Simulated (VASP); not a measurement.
# KSi16 (a cell with a defect) in VASP: further runs

The runs below take KSi16 (a cell with a defect) through single point, with PBE.

Everything below comes from runs of VASP 6.6.1. Logs are shortened: lines on timing, memory, paths and dates and some standing lists are left out, and cuts for length are marked.

## Step 1: The cell of the first run

The cell holds a defect, 17 atoms: a = 7.736 Å, b = 7.736 Å, c = 7.736 Å, α = 60.00°, β = 60.00°, γ = 60.00°.

## Step 2: Single point, PBE (with an interstitial atom, then relaxed in part)

Input file INCAR:

```
ALGO = Normal
EDIFF = 1E-7
ENCUT = 520
GGA = PE
ISIF = 2
ISMEAR = 0
LASPH = T
LCHARG = T
LELF = T
LREAL = Auto
LVHAR = T
LWAVE = F
NBANDS = 50
NELECT = 72.0
NELM = 60
PREC = Accurate
SIGMA = 0.02
```

Input file KPOINTS:

```
k-points
0
Gamma
  2 2 2
```

Input file POSCAR:

```
KSi16
1.0
    0.0000000000      5.4700937627     -5.4700937627
    5.4700937627      5.4700937627      0.0000000000
    5.4700937627      0.0000000000     -5.4700937627
Si K
16 1
Direct
    0.1307490940      0.1322255464      0.1325965254
    0.1307275046      0.6055221810      0.1325893126
    0.6039917689      0.1322295681      0.1326013168
    0.6244533337      0.6259170583      0.1247509788
    0.1307212878      0.1321988572      0.6059248904
    0.1229645480      0.6259031682      0.6262694017
    0.6244476336      0.1244080624      0.6262706771
    0.6244351095      0.6259090932      0.6262753184
    0.2560850396      0.7435442322      0.2578969791
    0.2490225156      0.2505581305      0.2509626872
    0.7420400803      0.7435526654      0.2578991873
    0.7420560908      0.2575503187      0.2579025960
    0.2560582814      0.7435338427      0.7439200385
    0.2560763999      0.2575290697      0.7439192268
    0.7490902971      0.7505311792      0.7508765705
    0.7420414770      0.2575309705      0.7439275889
   -0.0009695715      0.0005508421      0.0009458197
```

Potentials or basis: VASP PAW PBE potentials, release 64 (Si, K_sv).

Launch:

```console
cat potpaw_PBE.64/Si/POTCAR potpaw_PBE.64/K_sv/POTCAR > POTCAR
mpirun -np 1 vasp_std > vasp.out
```

OUTCAR:

```text
EDIFF = 1E-7
   ENCUT = 520
   GGA = PE
   ISIF = 2
   ISMEAR = 0
   LASPH = T
   LREAL = Auto
   NELECT = 72.0
   NELM = 60
   PREC = Accurate

 ion  position               nearest neighbor table
   1  0.131  0.132  0.133-  10 2.24  14 2.46   9 2.46  12 2.46  17 2.50
   2  0.131  0.606  0.133-  10 2.24  13 2.46   9 2.46  11 2.46  17 2.50
   3  0.604  0.132  0.133-  10 2.24  16 2.46  11 2.46  12 2.46  17 2.50
   4  0.624  0.626  0.125-  12 2.33   9 2.33  11 2.33  15 2.36
   5  0.131  0.132  0.606-  10 2.24  13 2.46  14 2.46  16 2.46  17 2.50
   6  0.123  0.626  0.626-   9 2.33  14 2.33  13 2.33  15 2.36
   7  0.624  0.124  0.626-  12 2.33  14 2.33  16 2.33  15 2.36
   8  0.624  0.626  0.626-  11 2.33  13 2.33  16 2.33  15 2.36
   9  0.256  0.744  0.258-   4 2.33   6 2.33   1 2.46   2 2.46  17 2.81
  10  0.249  0.251  0.251-   5 2.24   2 2.24   3 2.24   1 2.24
  11  0.742  0.744  0.258-   4 2.33   8 2.33   3 2.46   2 2.46  17 2.81
  12  0.742  0.258  0.258-   4 2.33   7 2.33   3 2.46   1 2.46  17 2.81
  13  0.256  0.744  0.744-   6 2.33   8 2.33   5 2.46   2 2.46  17 2.81
  14  0.256  0.258  0.744-   7 2.33   6 2.33   1 2.46   5 2.46  17 2.81
  15  0.749  0.751  0.751-   6 2.36   4 2.36   7 2.36   8 2.36
  16  0.742  0.258  0.744-   7 2.33   8 2.33   3 2.46   5 2.46  17 2.81
  17  0.999  0.001  0.001-   5 2.50   2 2.50   3 2.50   1 2.50  12 2.81  11 2.81   9 2.81  16 2.81
                            14 2.81  13 2.81

  LATTYP: Found a face centered cubic cell.
 ALAT       =    10.9401875254

  Lattice vectors:

 A1 = (   0.0000000000,   5.4700937627,  -5.4700937627)
 A2 = (   5.4700937627,   5.4700937627,   0.0000000000)
 A3 = (   5.4700937627,   0.0000000000,  -5.4700937627)

Analysis of symmetry for initial positions (statically):
=====================================================================
 Subroutine PRICEL returns:
 Original cell was already a primitive cell.

 Routine SETGRP: Setting up the symmetry group for a
 face centered cubic supercell.

 Subroutine GETGRP returns: Found  1 space group operations
 (whereof  1 operations were pure point group operations)
 out of a pool of 48 trial point group operations.

The static configuration has the point symmetry C_1 .

Analysis of symmetry for dynamics (positions and initial velocities):
=====================================================================
 Subroutine PRICEL returns:
 Original cell was already a primitive cell.

 Routine SETGRP: Setting up the symmetry group for a
[... 125 lines left out ...]
   ISIF   =      2    stress and relaxation
   ISYM   =      2    0-nonsym 1-usesym 2-fastsym
   POTIM  = 0.5000    time-step for ionic-motion
   TEBEG  =    0.0;   TEEND  =   0.0 temperature during run
   PSTRESS=    0.0 pullay stress
   NELECT =      72.0000    total number of electrons
   NUPDOWN=      -1.0000    fix difference up-down
   EMIN   =  10.00;   EMAX   =-10.00  energy-range for DOS
   EFERMI =   0.00;   METHOD = LEGACY
   ISMEAR =     0;   SIGMA  =   0.02  broadening in eV -4-tet -1-fermi 0-gaus
   EFERMI_NEDOS =   21; number of points for ismear=-14 and -15
   IALGO  =     38    algorithm
   IMIX   =      4    mixing-type and parameters
     AMIX     =   0.40;   BMIX     =  1.00
     AMIX_MAG =   1.60;   BMIX_MAG =  1.00
  volume/ion in A,a.u.               =      19.26       129.95
  Fermi-wavevector in a.u.,A,eV,Ry     =   0.988206  1.867439 13.286789  0.976551
  Thomas-Fermi vector in A             =   2.119716
   LORBIT       =      0    0 simple, 1 ext, 2 COOP (PROOUT), +10 PAW based schemes
   GGA     = PE    functional components
   LHFCALC =     F    Hartree Fock is set to
   AEXX    =    0.0000 exact exchange contribution
   IVDW    =     0    specifies the selected vdW correction
   LEPSILON=     F    determine dielectric tensor
   LRPA    =     F    only Hartree local field effects (RPA)
 non-spin polarized calculation
 Gauss-broadening in eV      SIGMA  =   0.02
  energy-cutoff  :      520.00
  volume of cell :      327.35
 maximum number of plane-waves:      8824
 NGX is ok and might be reduce to    60
   NGX = 29   NGY = 29   NGZ = 29

 number of electron      72.0000003 magnetization

 Free energy of the ion-electron system (eV)
  ---------------------------------------------------
  ext. energy  EPLUGINS =         0.00000000
  ---------------------------------------------------
  free energy    TOTEN  =       -88.14961029 eV

  energy without entropy =      -88.14961029  energy(sigma->0) =      -88.14961029

 E-fermi :   6.0894     XC(G=0):  -9.5146

 val. band max:        5.8936951479   @ k =   0.0000   0.0000   0.0000
 cond. band min:       6.3731532189   @ k =   0.0000   0.0000   0.0000
 fundamental gap:      0.4794580710
 Fermi energy:         6.0893588175

 k-point     1 :       0.0000    0.0000    0.0000
  band No.  band energies     occupation
      1     -24.0333      2.00000
      2      -8.3199      2.00000
      3      -8.3198      2.00000
      4      -8.3198      2.00000
      5      -5.8125      2.00000
      6      -3.8598      2.00000
[... 397 lines left out ...]
     47      10.0991      0.00000
     48      10.1129      0.00000
 [bands above 48 left out]

------------------------ aborting loop because EDIFF is reached ----------------------------------------

  FORCE on cell =-STRESS in cart. coord.  units (eV):
  Direction    XX          YY          ZZ          XY          YZ          ZX
  --------------------------------------------------------------------------------------
  -------------------------------------------------------------------------------------
  Total        7.5938702      7.6020985      7.6026563     -0.0008394      0.0018104     -0.0016552
  in kB       37.1671656     37.2074379     37.2101680     -0.0041084      0.0088606     -0.0081010
  external PRESSURE =      37.1949238 kB  Pullay stress =       0.0000000 kB

 VOLUME and BASIS-vectors are now :
 -----------------------------------------------------------------------------
  energy-cutoff  :      520.00
  volume of cell :      327.35
      direct lattice vectors                 reciprocal lattice vectors
     0.000000000  5.470093763 -5.470093763    -0.091406111  0.091406111 -0.091406111
     5.470093763  5.470093763  0.000000000     0.091406111  0.091406111  0.091406111
     5.470093763  0.000000000 -5.470093763     0.091406111 -0.091406111 -0.091406111

 POSITION                                       TOTAL-FORCE (eV/Angst)
 -----------------------------------------------------------------------------------
      1.44860      1.43850     -1.44053         0.025468      0.025460     -0.025301
      4.03754      4.02735     -1.44037        -0.024915     -0.025130     -0.025961
      1.44865      4.02720     -4.02923         0.025878     -0.025462      0.025796
      4.10622      6.83964     -4.09822         0.004478     -0.000077      0.000792
      4.03761      1.43820     -4.02952        -0.025315      0.026215      0.026620
      6.84950      4.09638     -4.09838         0.000549      0.000328     -0.000739
[... 9 lines left out ...]
      5.47807      5.46776     -8.12839         0.001608      0.000061      0.018594
      0.00819      5.46780     -5.46996        -0.014267      0.002823     -0.000301
 -----------------------------------------------------------------------------------
    total drift:                               -0.000855     -0.000893      0.000342

  FREE ENERGIE OF THE ION-ELECTRON SYSTEM (eV)
  ---------------------------------------------------
  free  energy   TOTEN  =       -88.1496102927 eV

  energy  without entropy=      -88.1496102927  energy(sigma->0) =      -88.14961029
```

OSZICAR:

```text
N       E                     dE             d eps       ncg     rms          rms(c)
DAV:   1     0.225827618713E+03    0.22583E+03   -0.28700E+04   800   0.122E+03
DAV:   2    -0.700267029147E+02   -0.29585E+03   -0.28319E+03   978   0.210E+02
DAV:   3    -0.888810654647E+02   -0.18854E+02   -0.18502E+02  1032   0.464E+01
DAV:   4    -0.898699247419E+02   -0.98886E+00   -0.98699E+00  1448   0.930E+00
DAV:   5    -0.898770616852E+02   -0.71369E-02   -0.71343E-02  1032   0.830E-01    0.259E+01
DAV:   6    -0.886917972175E+02    0.11853E+01   -0.93796E-01   960   0.294E+00    0.148E+01
DAV:   7    -0.881319876709E+02    0.55981E+00   -0.15782E+00  1016   0.372E+00    0.133E+00
DAV:   8    -0.881450096300E+02   -0.13022E-01   -0.12464E-01   912   0.125E+00    0.576E-01
DAV:   9    -0.881478128112E+02   -0.28032E-02   -0.93391E-03  1008   0.404E-01    0.228E-01
DAV:  10    -0.881492497714E+02   -0.14370E-02   -0.35573E-03   912   0.207E-01    0.847E-02
DAV:  11    -0.881494583417E+02   -0.20857E-03   -0.30599E-04   960   0.727E-02    0.516E-02
DAV:  12    -0.881495997531E+02   -0.14141E-03   -0.20932E-04   888   0.548E-02    0.154E-02
DAV:  13    -0.881496079091E+02   -0.81560E-05   -0.24885E-05   960   0.203E-02    0.527E-03
DAV:  14    -0.881496098597E+02   -0.19506E-05   -0.36582E-06  1104   0.653E-03    0.243E-03
DAV:  15    -0.881496102994E+02   -0.43966E-06   -0.39795E-07   976   0.265E-03    0.101E-03
DAV:  16    -0.881496102927E+02    0.66693E-08   -0.64255E-08   544   0.106E-03
   1 F= -.88149610E+02 E0= -.88149610E+02  d E =-.108899E-43
```

stdout:

```text
POSCAR found type information on POSCAR SiK
 POSCAR found :  2 types and      17 ions
 scaLAPACK will be used
 LDA part: xc-table for (Slater+PW92), standard interpolation
 POSCAR, INCAR and KPOINTS ok, starting setup
 FFT: planning ... GRIDC
 FFT: planning ... GRID_SOFT
 FFT: planning ... GRID
 WAVECAR not read
 entering main loop
 the old and the new charge density differ
 old charge density:    73.00000 new   72.00000
    0.259E+01
```

Run time: 4.9 min. Hardware: 1 thread of Intel Xeon Platinum 8488C (Sapphire Rapids), shared host; peak memory 0.49 GiB.

Results:

```
Free energy   : -88.1496 eV
Largest force : 0.045 eV/Å
```

Forces on the atoms (eV/Å):
```
Si   0.025  0.025 -0.025
Si  -0.025 -0.025 -0.026
Si   0.026 -0.025  0.026
Si   0.004  0.000  0.001
Si  -0.025  0.026  0.027
Si   0.001  0.000 -0.001
Si   0.004 -0.002 -0.001
Si   0.001  0.000  0.001
Si   0.001 -0.001 -0.018
Si  -0.001  0.000  0.000
Si   0.002 -0.019 -0.001
Si   0.017 -0.001  0.000
Si  -0.019  0.001  0.000
Si   0.001  0.018  0.000
Si   0.000  0.000  0.000
Si   0.002  0.000  0.019
K   -0.014  0.003  0.000
```

Caveat: the k points lie up to 0.50 Å⁻¹ apart; the cell carries a net charge on a neutralising background, which shifts energy and pressure; the cell differs from its parent crystal (with an interstitial atom, then relaxed in part); the cell is charged against a uniform background, so pressure and absolute levels hang on convention.

[end of part 1 of 3]
